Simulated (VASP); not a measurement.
# BN (Fm-3m) in VASP: further runs

The runs below take BN through single point, with PBE.

Program: VASP 6.6.1. These are calculated values, not measurements. Logs are shortened: lines on timing, memory, paths and dates and some standing lists are left out, and cuts for length are marked.

## 1. The cell of the first run

Symmetry: Fm-3m, No. 225, cubic system. Conventional cell: a = 3.695 Å, b = 3.695 Å, c = 3.695 Å, α = 90.00°, β = 90.00°, γ = 90.00°. Within 2.5 Å of B (site symmetry m-3m) lie 6 N at 1.85 Å. Within 2.5 Å of N (site symmetry m-3m) lie 6 B at 1.85 Å.

## 2. Single point, PBE (Al replaced by B, lengths x 0.884, strained)

The input, INCAR:

```
SYSTEM = BN
ALGO     = Normal         ! electronic algorithm
EDIFF    = 1E-6           ! SCF threshold, eV
ENCUT    = 520            ! plane-wave cutoff, eV
GGA      = PE             ! functional
ISIF     = 2              ! what is computed and relaxed
ISMEAR   = 0              ! smearing method
LASPH    = .True.         ! aspherical terms in the spheres
LCHARG   = .True.         ! write CHGCAR
LELF     = .True.         ! ELF
LREAL    = .False.        ! projectors in reciprocal space
LVHAR    = .True.       
LWAVE    = .False.        ! write WAVECAR
NBANDS   = 11             ! bands
NELM     = 80             ! most SCF steps
PREC     = Accurate       ! precision mode
SIGMA    = 0.01           ! smearing width, eV
```

The input, KPOINTS:

```
k-points
0
Gamma
  16 16 16
  0 0 0
```

The input, POSCAR:

```
BN
1.0
    0.0000000000      1.8473895194      1.8473895194
    1.8473895194      0.0000000000      1.8473895194
    1.8473895194      1.8473895194      0.0000000000
B N
1 1
Direct
    0.5000000000      0.5000000000      0.5000000000
    0.0000000000      0.0000000000      0.0000000000
```

Potentials or basis: VASP PAW PBE potentials, release 64 (B, N).

Run with:

```
> cat potpaw_PBE.64/B/POTCAR potpaw_PBE.64/N/POTCAR > POTCAR
> mpirun -np 1 vasp_std > vasp.out
```

OUTCAR:

```text
SYSTEM = BN
   EDIFF = 1E-6
   ENCUT = 520
   GGA = PE
   ISIF = 2
   ISMEAR = 0
   LASPH = .True.
   LREAL = .False.
   NELM = 80
   PREC = Accurate

 ion  position               nearest neighbor table
   1  0.500  0.500  0.500-   2 1.85   2 1.85   2 1.85   2 1.85   2 1.85   2 1.85
   2  0.000  0.000  0.000-   1 1.85   1 1.85   1 1.85   1 1.85   1 1.85   1 1.85

  LATTYP: Found a face centered cubic cell.
 ALAT       =     3.6947790388

  Lattice vectors:

 A1 = (   0.0000000000,   1.8473895194,   1.8473895194)
 A2 = (   1.8473895194,   0.0000000000,   1.8473895194)
 A3 = (   1.8473895194,   1.8473895194,   0.0000000000)

Analysis of symmetry for initial positions (statically):
=====================================================================
 Subroutine PRICEL returns:
 Original cell was already a primitive cell.

 Routine SETGRP: Setting up the symmetry group for a
 face centered cubic supercell.

 Subroutine GETGRP returns: Found 48 space group operations
 (whereof 48 operations were pure point group operations)
 out of a pool of 48 trial point group operations.

The static configuration has the point symmetry O_h .

Analysis of symmetry for dynamics (positions and initial velocities):
=====================================================================
 Subroutine PRICEL returns:
 Original cell was already a primitive cell.

 Routine SETGRP: Setting up the symmetry group for a
 face centered cubic supercell.

 Subroutine GETGRP returns: Found 48 space group operations
 (whereof 48 operations were pure point group operations)
 out of a pool of 48 trial point group operations.

The dynamic configuration has the point symmetry O_h .

 Subroutine INISYM returns: Found 48 space group operations
 (whereof 48 operations are pure point group operations),
 and found     1 'primitive' translations

----------------------------------------------------------------------------------------

                                     Primitive cell

  volume of cell :      12.6097

  direct lattice vectors                    reciprocal lattice vectors
     0.000000000  1.847389519  1.847389519    -0.270652180  0.270652180  0.270652180
     1.847389519  0.000000000  1.847389519     0.270652180 -0.270652180  0.270652180
     1.847389519  1.847389519  0.000000000     0.270652180  0.270652180 -0.270652180

  length of vectors
     2.612603313  2.612603313  2.612603313     0.468783326  0.468783326  0.468783326

  position of ions in fractional coordinates (direct lattice)
[... 87 lines left out ...]
   POTIM  = 0.5000    time-step for ionic-motion
   TEBEG  =    0.0;   TEEND  =   0.0 temperature during run
   PSTRESS=    0.0 pullay stress
   NELECT =       8.0000    total number of electrons
   NUPDOWN=      -1.0000    fix difference up-down
   EMIN   =  10.00;   EMAX   =-10.00  energy-range for DOS
   EFERMI =   0.00;   METHOD = LEGACY
   ISMEAR =     0;   SIGMA  =   0.01  broadening in eV -4-tet -1-fermi 0-gaus
   EFERMI_NEDOS =   21; number of points for ismear=-14 and -15
   IALGO  =     38    algorithm
   IMIX   =      4    mixing-type and parameters
     AMIX     =   0.40;   BMIX     =  1.00
     AMIX_MAG =   1.60;   BMIX_MAG =  1.00
  volume/ion in A,a.u.               =       6.30        42.55
  Fermi-wavevector in a.u.,A,eV,Ry     =   1.406705  2.658287 26.923465  1.978819
  Thomas-Fermi vector in A             =   2.529038
   LORBIT       =      0    0 simple, 1 ext, 2 COOP (PROOUT), +10 PAW based schemes
   GGA     = PE    functional components
   LHFCALC =     F    Hartree Fock is set to
   AEXX    =    0.0000 exact exchange contribution
   IVDW    =     0    specifies the selected vdW correction
   LEPSILON=     F    determine dielectric tensor
   LRPA    =     F    only Hartree local field effects (RPA)
 non-spin polarized calculation
 Gauss-broadening in eV      SIGMA  =   0.01
  energy-cutoff  :      520.00
  volume of cell :       12.61
 maximum number of plane-waves:       349
   NGX =  9   NGY =  9   NGZ =  9

 number of electron       8.0000002 magnetization

 Free energy of the ion-electron system (eV)
  ---------------------------------------------------
  ext. energy  EPLUGINS =         0.00000000
  ---------------------------------------------------
  free energy    TOTEN  =       -13.65480521 eV

  energy without entropy =      -13.65480521  energy(sigma->0) =      -13.65480521

 E-fermi :   8.1632     XC(G=0): -12.9313

 val. band max:        8.1240513540   @ k =  -0.1875   0.1875   0.0000
 cond. band min:       8.2020378192   @ k =   0.5000   0.5000   0.0000
 fundamental gap:      0.0779864652
 Fermi energy:         8.1632069967

 k-point     1 :       0.0000    0.0000    0.0000
  band No.  band energies     occupation
      1     -12.1993      2.00000
      2       7.3355      2.00000
      3       7.3355      2.00000
      4       7.3355      2.00000
      5      14.0915      0.00000
      6      18.5652      0.00000
      7      18.5652      0.00000
      8      18.5652      0.00000
      9      25.7826      0.00000
     10      25.7826      0.00000
     11      25.7826      0.00000
[... 309 lines left out ...]
 k-point    24 :      -0.0625    0.0625    0.0000
  band No.  band energies     occupation
      1     -11.9411      2.00000
      2       6.3602      2.00000
      3       6.9136      2.00000
      4       7.5227      2.00000
      5      14.6345      0.00000
      6      17.4695      0.00000
      7      17.9568      0.00000
      8      18.5523      0.00000
      9      24.8007      0.00000
     10      26.1245      0.00000
     11      26.9730      0.00000

 [... further k-points ...]

------------------------ aborting loop because EDIFF is reached ----------------------------------------

  FORCE on cell =-STRESS in cart. coord.  units (eV):
  Direction    XX          YY          ZZ          XY          YZ          ZX
  --------------------------------------------------------------------------------------
  -------------------------------------------------------------------------------------
  Total       -3.4935174     -3.4935174     -3.4935174      0.0000000      0.0000000      0.0000000
  in kB     -443.8825490   -443.8825490   -443.8825490      0.0000000      0.0000000      0.0000000
  external PRESSURE =    -443.8825490 kB  Pullay stress =       0.0000000 kB

 VOLUME and BASIS-vectors are now :
 -----------------------------------------------------------------------------
  energy-cutoff  :      520.00
  volume of cell :       12.61
      direct lattice vectors                 reciprocal lattice vectors
     0.000000000  1.847389519  1.847389519    -0.270652180  0.270652180  0.270652180
     1.847389519  0.000000000  1.847389519     0.270652180 -0.270652180  0.270652180
     1.847389519  1.847389519  0.000000000     0.270652180  0.270652180 -0.270652180

 POSITION                                       TOTAL-FORCE (eV/Angst)
 -----------------------------------------------------------------------------------
      1.84739      1.84739      1.84739         0.000000      0.000000      0.000000
      0.00000      0.00000      0.00000         0.000000      0.000000      0.000000
 -----------------------------------------------------------------------------------
    total drift:                                0.000000     -0.000000     -0.000000

  FREE ENERGIE OF THE ION-ELECTRON SYSTEM (eV)
  ---------------------------------------------------
  free  energy   TOTEN  =       -13.6548052104 eV

  energy  without entropy=      -13.6548052104  energy(sigma->0) =      -13.65480521
```

stdout:

```text
POSCAR found type information on POSCAR B N
 POSCAR found :  2 types and       2 ions
 scaLAPACK will be used
 LDA part: xc-table for (Slater+PW92), standard interpolation
 POSCAR, INCAR and KPOINTS ok, starting setup
 FFT: planning ... GRIDC
 FFT: planning ... GRID_SOFT
 FFT: planning ... GRID
 WAVECAR not read
 entering main loop
```

Wall time 16 s (1 thread of Intel Xeon Platinum 8488C (Sapphire Rapids), shared host); peak memory 0.13 GiB.

Results:

```yaml
Free_energy: -13.6548 eV
Pressure: -44.4 GPa
Band_gap_on_the_k_mesh: 0.08 eV, indirect (least direct gap 4.84 eV)
```

Caveat: the cell differs from its parent crystal (Al replaced by B, lengths x 0.884, strained).

## 3. Single point, PBE (Al replaced by B, lengths x 0.884, strained)

The input, INCAR:

```
  PREC = Accurate
  ENCUT = 600
  EDIFF = 1E-6
  ISMEAR = 0
  SIGMA = 0.1
  LREAL = F
  LASPH = T
  NELM = 120
  ALGO = Normal
  ISIF = 2
  LWAVE = F
  LCHARG = T
  GGA = PE
  LELF = T
  LVHAR = T
  NBANDS = 11
  GGA_COMPAT = F
```

The input, KPOINTS:

```
regular mesh
0
Gamma
  8 8 8
```

POSCAR is that of step 2.

Potentials or basis: VASP PAW PBE potentials, release 64 (B, N).

Run with:

```
> cat potpaw_PBE.64/B/POTCAR potpaw_PBE.64/N/POTCAR > POTCAR
> mpirun -np 1 vasp_std > vasp.out
```

It took 4.5 s on 1 thread of AMD EPYC 9R45 (Zen 5), shared host; peak memory 0.1 GiB.

The run converged. Its results:

| Property | Result |
| --- | --- |
| Free energy | -13.6539 eV |
| Pressure | -44.3 GPa |
| Band gap on the k mesh | 0.14 eV, indirect (least direct gap 4.84 eV) |

Levels at points of the mesh, in eV from the valence-band top:
```csv
k point,band 1,band 2,band 3,band 4,band 5,band 6,band 7,band 8
"(0.00, 0.00, 0.00)",-20.27,-0.73,-0.73,-0.73,6.03,10.50,10.50,10.50
"(0.50, 0.00, 0.00)",-15.87,-10.99,-0.44,-0.44,4.82,4.82,5.82,11.02
"(0.50, 0.50, 0.00)",-13.76,-10.01,-4.70,-4.70,0.14,9.07,12.52,12.52
```

Caveat: the cell differs from its parent crystal (Al replaced by B, lengths x 0.884, strained). A k mesh can miss the band edges.

## 4. Single point, PBE (Al replaced by B, lengths x 0.884, strained)

The input, INCAR:

```
PREC     = Accurate       # precision mode
ENCUT    = 600            # plane-wave cutoff, eV
EDIFF    = 1E-6           # SCF threshold, eV
ISMEAR   = 0              # smearing method
SIGMA    = 0.1            # smearing width, eV
LREAL    = F              # projectors in reciprocal space
LASPH    = T              # aspherical terms in the spheres
NELM     = 120            # most SCF steps
ALGO     = Normal         # electronic algorithm
ISIF     = 2              # what is computed and relaxed
LWAVE    = F              # write WAVECAR
LCHARG   = F              # write CHGCAR
GGA      = PE             # functional
NBANDS   = 11             # bands
GGA_COMPAT= F
```

The input, KPOINTS:

```
Automatic mesh
0
Gamma
  8 8 8
```

The input, POSCAR:

```
BN
1.0
    0.0000000000      1.7908382478      1.7908382478
    1.7908382478      0.0000000000      1.7908382478
    1.7908382478      1.7908382478      0.0000000000
B N
1 1
Direct
    0.5000000000      0.5000000000      0.5000000000
    0.0000000000      0.0000000000      0.0000000000
```

Run with:

```
> cat potpaw_PBE.64/B/POTCAR potpaw_PBE.64/N/POTCAR > POTCAR
> mpirun -np 1 vasp_std > vasp.out
```

It took 8.4 s on 1 thread of AMD EPYC 7R13, shared host; peak memory 0.09 GiB.

The run converged. Its results:

* Free energy: -13.8927 eV
* Pressure: -22.6 GPa
* Band gap on the k mesh: 0.77 eV, indirect (least direct gap 5.58 eV)

Levels at points of the mesh, in eV from the valence-band top:
| k point | band 2 | band 3 | band 4 | band 5 | band 6 | band 7 |
| --- | --- | --- | --- | --- | --- | --- |
| (0.00, 0.00, 0.00) | -0.77 | -0.77 | -0.77 | 7.75 | 11.39 | 11.39 |
| (0.50, 0.00, 0.00) | -11.80 | -0.50 | -0.50 | 5.08 | 5.08 | 6.62 |
| (0.50, 0.50, 0.00) | -10.98 | -5.16 | -5.16 | 0.77 | 8.99 | 13.70 |

Caveat: the cell differs from its parent crystal (Al replaced by B, lengths x 0.884, strained). A k mesh can miss the band edges.

## 5. Single point, PBE (Al replaced by B, lengths x 0.884, strained)

The input, INCAR:

```
SYSTEM = BN
PREC = Accurate
ENCUT = 600
EDIFF = 1E-6
ISMEAR = 0
SIGMA = 0.02
LREAL = .FALSE.
LASPH = .TRUE.
NELM = 120
ALGO = Normal
ISIF = 2
LWAVE = .FALSE.
LCHARG = .FALSE.
GGA = PE
NBANDS = 11
GGA_COMPAT = .FALSE.
```

The input, KPOINTS:

```
regular mesh
0
G
  14 14 14
  0 0 0
```

POSCAR is that of step 4.

Run with:

```
> cat potpaw_PBE.64/B/POTCAR potpaw_PBE.64/N/POTCAR > POTCAR
> mpirun -np 1 vasp_std > vasp.out
```

Wall time 21 s (1 thread of AMD EPYC 7R13, shared host); peak memory 0.1 GiB.

Results (log left out):

| Property | Result |
| --- | --- |
| Free energy | -13.8962 eV |
| Pressure | -22.5 GPa |
| Band gap on the k mesh | 0.69 eV, indirect (least direct gap 5.58 eV) |

Levels at points of the mesh, in eV from the valence-band top:
```tsv
k point	band 1	band 2	band 3	band 4	band 5	band 6	band 7	band 8	band 9
(0.00, 0.00, 0.00)	-21.50	-0.84	-0.84	-0.84	7.67	11.32	11.32	11.32	18.16
(0.50, 0.00, 0.00)	-16.66	-11.88	-0.58	-0.58	5.00	5.00	6.55	12.42	21.77
(0.50, 0.50, 0.00)	-14.18	-11.05	-5.24	-5.24	0.69	8.91	13.63	13.63	15.10
```

Caveat: the cell differs from its parent crystal (Al replaced by B, lengths x 0.884, strained). A k mesh can miss the band edges.

## 6. The runs side by side

| cell | k mesh | cutoff (eV) | smearing | gap on the mesh (eV) | pressure (GPa) |
| --- | --- | --- | --- | --- | --- |
| a = 2.613 Å, angles 60.0°, 2 atoms | 16 × 16 × 16 | 520 | gaussian 0.01 eV | 0.08 | -44.4 |
| a = 2.613 Å, angles 60.0°, 2 atoms | 8 × 8 × 8 | 600 | gaussian 0.1 eV | 0.14 | -44.3 |
| a = 2.533 Å, angles 60.0°, 2 atoms | 8 × 8 × 8 | 600 | gaussian 0.1 eV | 0.77 | -22.6 |
| a = 2.533 Å, angles 60.0°, 2 atoms | 14 × 14 × 14 | 600 | gaussian 0.02 eV | 0.69 | -22.5 |

Alike in all rows: task single point; level PBE; potentials or basis VASP PAW PBE potentials, release 64 (B, N); no spin polarisation.

Total energies depend on the potentials used, so only differences within one code and one set of settings carry meaning.
